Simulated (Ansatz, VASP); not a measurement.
## Ba in VASP and in Ansatz

The input INCAR:

```
PREC = Accurate
ENCUT = 520
EDIFF = 1E-6
ISMEAR = 1
SIGMA = 0.1
LREAL = F
LASPH = T
NELM = 100
ALGO = Normal
ISIF = 2
LWAVE = F
LCHARG = F
GGA = PS
NBANDS = 11
```

KPOINTS

```
Automatic mesh
0
Gamma
  23 23 23
```

Contents of POSCAR:

```
Ba
1.0
   -2.4399092980      2.4399092980      2.4399092980
    2.4399092980     -2.4399092980      2.4399092980
    2.4399092980      2.4399092980     -2.4399092980
Ba
1
Direct
    0.0000000000      0.0000000000      0.0000000000
```

Input for Ansatz:

```yaml
crystal:
  lattice:
    - [-2.439909298, 2.439909298, 2.439909298]
    - [2.439909298, -2.439909298, 2.439909298]
    - [2.439909298, 2.439909298, -2.439909298]
  atoms:
    - { symbol: Ba, position: [0.0, 0.0, 0.0] }
kpoints:
  mp_grid: { grid: [23, 23, 23] }
scf:
  occupations: { method: cold, width: 0.1 }
hamiltonian:
  xc: pbesol
  pseudopotentials: { kind: paw, azcp: { folder: soft_1 } }
output:
  forces: true
  stress: true
  populations: false
```

Alike in both runs: task single point; functional PBEsol; k mesh 23 × 23 × 23; no spin polarisation.

|  | VASP | Ansatz |
| --- | --- | --- |
| version | VASP 6.6.1 | Ansatz 0.2.0 |
| potentials or method | VASP PAW PBE potentials, release 64 (Ba_sv) | plane-wave PAW, scalar-relativistic |
| plane-wave cutoff (eV) | 520 | 420 |
| occupations | methfessel-paxton of order 1, width 0.1 eV | cold, width 0.1 eV |
| valence electrons in the cell | 10 | 10 |

VASP gave:

* pressure (GPa): 0.1

Task: Estimate Ansatz's values.

Result: Pressure (GPa): 0.0.

VASP's potentials were made for PBE, not for PBEsol, and Ansatz warns of the same on its side.

Spin-orbit coupling is off throughout.
